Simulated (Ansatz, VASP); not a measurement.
# One calculation of Mo, two programs

```
Mo
1.0
    -1.52390    1.52390    1.52390
     1.52390   -1.52390    1.52390
     1.52390    1.52390   -1.52390
Mo
1
Cartesian
  0.0000 0.0000 0.0000
```

Change from the starting cell: volume scaled by 0.94, LAPW.

Alike in both runs: task single point; functional LDA; k mesh 19 × 19 × 19; occupations fermi-dirac, width 0.1 eV; no spin polarisation.

```csv
,VASP,Ansatz
version,VASP 6.6.1,Ansatz 0.2.0
potentials or method,"VASP PAW LDA potentials, release 64 (Mo_sv), cutoff 520 eV","all-electron LAPW, scalar-relativistic"
```

|  | VASP | Ansatz | Ansatz less VASP |
| --- | --- | --- | --- |
| pressure (GPa) | 22.0 | 20.6 | -1.39 |

LDA's correlation is that of Perdew and Zunger in VASP and of Perdew and Wang (1992) in Ansatz. Ansatz ran all-electron here, and VASP with PAW potentials.
